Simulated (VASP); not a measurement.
Set up this calculation in VASP 6.6.1, as the native input.

| Item | Value |
| --- | --- |
| Task | relaxation of cell and atoms |
| Functional | PBE |
| Potentials or basis | VASP PAW PBE potentials, release 64 (Ti_sv, H) |
| Cutoff | 600 eV |
| k mesh | 6 × 6 × 6 |
| Occupations | gaussian, width 0.1 eV |
| Spin | no spin polarisation |
| Dipole correction | no |
| Further INCAR settings | ALGO = Normal; EDIFF = 1e-07; IBRION = 2; EDIFFG = -0.04; NSW = 90; ISIF = 3 |

The structure of Ti2H7 lies in POSCAR:

```
Ti2H7
1.0
    0.0000000000      2.9837786600      2.9837786600
    2.9837786600      0.0000000000      2.9837786600
    2.9837786600      2.9837786600      0.0000000000
Ti H
2 7
Direct
    0.2500000000      0.2500000000      0.2500000000
    0.7500000000      0.7500000000      0.7500000000
    0.2473200200      0.7526799800      0.7526799800
    0.7526799800      0.2473200200      0.2473200200
    0.7526799800      0.2473200200      0.7526799800
    0.2473200200      0.7526799800      0.2473200200
    0.7526799800      0.7526799800      0.2473200200
    0.2473200200      0.2473200200      0.7526799800
    0.5000000000      0.5000000000      0.5000000000
```

These files were run (other wordings do the same):

INCAR

```
SYSTEM = Ti2H7
ALGO     = Normal         ! electronic algorithm
EDIFF    = 1E-7           ! SCF threshold, eV
EDIFFG   = -0.04          ! ionic threshold
ENCUT    = 600            ! plane-wave cutoff, eV
GGA      = PE             ! functional
IBRION   = 2              ! ionic algorithm
ISIF     = 3              ! what is computed and relaxed
ISMEAR   = 0              ! smearing method
LASPH    = .TRUE.         ! aspherical terms in the spheres
LCHARG   = .FALSE.        ! write CHGCAR
LREAL    = .FALSE.        ! projectors in reciprocal space
LWAVE    = .FALSE.        ! write WAVECAR
NELM     = 100            ! most SCF steps
NSW      = 90             ! ionic steps
PREC     = Accurate       ! precision mode
SIGMA    = 0.1            ! smearing width, eV
```

KPOINTS

```
k-points
0
G
  6 6 6
  0 0 0
```

Potentials or basis: VASP PAW PBE potentials, release 64 (Ti_sv, H).

The run is started by

```sh
$ cat potpaw_PBE.64/Ti_sv/POTCAR potpaw_PBE.64/H/POTCAR > POTCAR
$ mpirun -np 1 vasp_std > vasp.out
```

It gave:

```
Relaxed volume                         : 5.53 Å³/atom
Relaxed cell                           : a = 4.129 Å, b = 4.129 Å, c = 4.129 Å, α = 60.00°, β = 60.00°, γ = 60.00°
Space group after relaxing (to 0.05 Å) : Fm-3m (No. 225)
Energy gained by relaxing              : 10.3 meV/atom
Ionic steps                            : 6
Pressure after relaxing                : 0.1 GPa
Largest force after relaxing           : 0.016 eV/Å
```

Run time: 100 s on 1 thread of Intel(R) Xeon(R) Platinum 8488C (Sapphire Rapids) (shared host), peak memory 0.21 GiB.
